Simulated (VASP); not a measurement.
Tl, 2 atoms in the cell. Symmetry: P6_3/mmc, No. 194, hexagonal system. Conventional cell: a = 3.542 Å, b = 3.542 Å, c = 5.525 Å, α = 90.00°, β = 90.00°, γ = 120.00°. Tl (site symmetry -6m2) has 12 Tl at 3.44 to 3.54 Å within 4.5 Å.  This cell differs from its parent crystal: strain +0.025 along x and y, +0.000 along z.

- Program: VASP 6.6.1
- Task: single point
- Functional: PBE
- Potentials or basis: VASP PAW PBE potentials, release 64 (Tl_d)
- Cutoff: 520 eV
- k mesh: 18 × 18 × 10
- Occupations: gaussian, width 0.15 eV
- Spin: no spin polarisation
- Dipole correction: no
- Further INCAR settings: ALGO = Fast; EDIFF = 1e-06; NBANDS = 20

Potentials or basis: VASP PAW PBE potentials, release 64 (Tl_d).

Launch:

```sh
$ cat potpaw_PBE.64/Tl_d/POTCAR > POTCAR
$ mpirun -np 1 vasp_std > vasp.out
```

Hardware: 1 thread of Intel(R) Xeon(R) Platinum 8488C (Sapphire Rapids) (shared host).

Task: Estimate the wall time of this run.

Result: It took 2.3 min on 1 thread of Intel(R) Xeon(R) Platinum 8488C (Sapphire Rapids), with other jobs on the host, peak memory 0.33 GiB. Counts: scf iterations 11, k points 222.
